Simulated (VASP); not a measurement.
Input of a VASP 6.6.1 run:

Contents of INCAR:

```
ALGO     = Normal         # electronic algorithm
EDIFF    = 1E-6           # SCF threshold, eV
ENCUT    = 600            # plane-wave cutoff, eV
GGA      = PS             # functional
GGA_COMPAT= F            
ISIF     = 2              # what is computed and relaxed
ISMEAR   = 0              # smearing method
LASPH    = T              # aspherical terms in the spheres
LCHARG   = F              # write CHGCAR
LREAL    = F              # projectors in reciprocal space
LWAVE    = F              # write WAVECAR
NBANDS   = 22             # bands
NELM     = 120            # most SCF steps
PREC     = Accurate       # precision mode
SIGMA    = 0.05           # smearing width, eV
```

The input KPOINTS:

```
k-points
0
Gamma
  9 9 9
```

Contents of POSCAR:

```
FeO
1.0
    1.5176821100      0.8762341800      2.5157945800
   -1.5176821100     -0.8762341700      5.0315891600
    0.0000000000     -3.5049367000      5.0315891600
Fe O
2 2
Direct
    0.0000000000      0.0000000000      0.0000000000
    0.0000000000      0.0000000000      0.5000000000
    0.5000000000      0.5000000000      0.0000000000
    0.5000000000      0.5000000000      0.5000000000
```

Potentials or basis: VASP PAW PBE potentials, release 64 (Fe, O).

The run is started by

```console
$ cat potpaw_PBE.64/Fe/POTCAR potpaw_PBE.64/O/POTCAR > POTCAR
$ mpirun -np 1 vasp_std > vasp.out
```

Question: Estimate the pressure.

Answer: -34.3 GPa.

Question: What does it give for the band gap on the k mesh?

Answer: Zero (bands 14 and 15 overlap by 0.49 eV).

Stress tensor (GPa, compression positive):
```
-34.48  -0.02   0.02
 -0.02 -34.46   0.01
  0.02   0.01 -33.83
```

Caveat: the cell stands under tension; the PAW data sets were made with another functional, which shifts forces and pressure a little; the run has no spin polarisation, though such a crystal can be magnetic; semilocal functionals often make such compounds metallic where correlation or magnetic order opens a gap, which also shifts bond lengths. With open d or f shells a metallic result of PBEsol can be an artefact of self-interaction; +U or a hybrid may open a gap.
